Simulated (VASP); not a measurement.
A run of VASP 6.6.1:

File INCAR:

```
  PREC = Accurate
  ENCUT = 600
  EDIFF = 1E-6
  ISMEAR = 0
  SIGMA = 0.1
  LREAL = F
  LASPH = T
  NELM = 100
  ALGO = Normal
  ISIF = 3
  LWAVE = F
  LCHARG = F
  GGA = PE
  IBRION = 2
  NSW = 80
  EDIFFG = -0.025
```

Contents of KPOINTS:

```
Automatic mesh
0
Gamma
  4 2 2
```

The input POSCAR:

```
ZnS
1.0
   -2.7437478702      0.0368261862     -2.7653909849
   -2.7258842249     -5.4520174916      2.8211797120
   -2.8106723363      5.4631532306      2.7586630787
Zn S
4 4
Direct
    0.5159586721      0.8745956727      0.1081437113
   -0.0144543260      0.3596810062      0.1107910480
    0.0229842389      0.8435853793      0.6314317977
    0.4367969585      0.3767469268      0.6251185223
    0.0177701989      0.0259110676     -0.0000764492
    0.4877986053      0.5147028121      0.0147496484
    0.5094245540      0.0136634045      0.5124324085
    0.0237210983      0.4911137308      0.4974093130
```

Potentials or basis: VASP PAW PBE potentials, release 64 (Zn, S).

Launch:

```bash
$ cat potpaw_PBE.64/Zn/POTCAR potpaw_PBE.64/S/POTCAR > POTCAR
$ mpirun -np 1 vasp_std > vasp.out
```

Hardware: 1 thread of Intel Xeon 8259CL, with other jobs on the host.

Problem. How long does it take, and how much memory?

Solution. Wall time 40 min on 1 thread of Intel Xeon 8259CL (shared host), peak memory 0.31 GiB. Counts: scf iterations 161, k points 12, ion steps 20.
